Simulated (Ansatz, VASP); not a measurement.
**Two plane-wave programs on C**

File INCAR:

```
  PREC = Accurate
  ENCUT = 520
  EDIFF = 1E-6
  ISMEAR = 0
  SIGMA = 0.1
  LREAL = F
  LASPH = T
  NELM = 100
  ALGO = Normal
  ISIF = 2
  LWAVE = F
  LCHARG = F
  LDIPOL = T
  IDIPOL = 3
  DIPOL = 0.5 0.5 0.500
  GGA = PE
  IVDW = 12
  IBRION = 2
  NSW = 60
  EDIFFG = -0.01
```

KPOINTS

```
regular mesh
0
Gamma
  21 21 1
```

POSCAR

```
C
1.0
    2.4656963724     -0.0000076060      0.0000000000
    1.2328554417      2.0926444774      0.0000000000
    0.0000000000      0.0000000000     26.0015393183
C
2
Direct
    0.1656234911      0.1656234911      0.5000002658
    0.4989568501      0.4989568501      0.4999997342
```

Input for Ansatz:

```yaml
crystal:
  lattice:
    - [2.4656963724, -7.606e-06, 0.0]
    - [1.2328554417, 2.0926444774, 0.0]
    - [0.0, 0.0, 26.0015393183]
  atoms:
    - { symbol: C, position: [0.1656234911, 0.1656234911, 0.5000002658] }
    - { symbol: C, position: [0.4989568501, 0.4989568501, 0.4999997342] }
  periodic: [true, true, false]
basis:
  ecutwfc: 420
kpoints:
  mp_grid: { grid: [21, 21, 1] }
  band_path:
    path:
      - [0, 0, 0]
      - [0.5, 0, 0]
      - [0.6666666666667, 0.3333333333333, 0]
      - [0, 0, 0]
    npoints: 8
hamiltonian:
  xc: pbe
  dispersion: d3bj
scf:
  occupations: { method: gaussian, width: 0.1 }
output:
  forces: true
  stress: true
  eigenvalues: true
  write_density: true
  write_potential: true
  elf: true
  volumetric_format: npy
relax:
  adjacent_minimum: "off"
  f_tol: 0.01
  max_steps: 40
```

Change from the starting cell: strain along y -0.020, atoms relaxed.

Alike in both runs: task relaxation of the atoms; functional PBE; dispersion D3(BJ); k mesh 21 × 21 × 1; occupations gaussian, width 0.1 eV; no spin polarisation.

|  | VASP | Ansatz |
| --- | --- | --- |
| version | VASP 6.6.1 | Ansatz 0.2.0 |
| potentials or method | VASP PAW PBE potentials, release 64 (C), cutoff 520 eV | scalar-relativistic, plane waves, PAW |
| valence electrons in the cell | 8 | 8 |

```csv
,VASP,Ansatz,Ansatz less VASP
"gap on the k mesh at the Fermi level, each at its own relaxed structure (eV)",0.21,0.21,+0.001
```

Ansatz's warnings: stress scf threshold loose, structure snapped to symmetry.
